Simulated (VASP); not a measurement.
H2: single point with PBE

System: H2, in a box.

```
H
1.0
     9.00000    0.00000    0.00000
     0.00000    9.20000    0.00000
     0.00000    0.00000    9.80000
H
2
Direct
  0.50000 0.50000 0.46172
  0.50000 0.50000 0.53828
```

```
Program             : VASP 6.6.1
Task                : single point
Functional          : PBE
Potentials or basis : VASP PAW PBE potentials, release 64 (H)
Cutoff              : 500 eV
k mesh              : 1 × 1 × 1
Occupations         : fermi-dirac, width 0.01 eV
Spin                : no spin polarisation
```

| Item | Value |
| --- | --- |
| Largest force | 0.008 eV/Å |

Forces on the atoms (eV/Å):
```
H    0.000  0.000  0.008
H    0.000  0.000 -0.008
```

Levels at points of the mesh, in eV from the Fermi level:
```tsv
k point	band 1	band 2	band 3	band 4
(0.00, 0.00, 0.00)	-0.28	9.82	10.40	11.12
```

It took 38 s on 1 thread of Intel Xeon 8259CL, with other jobs on the host, peak memory 0.63 GiB.
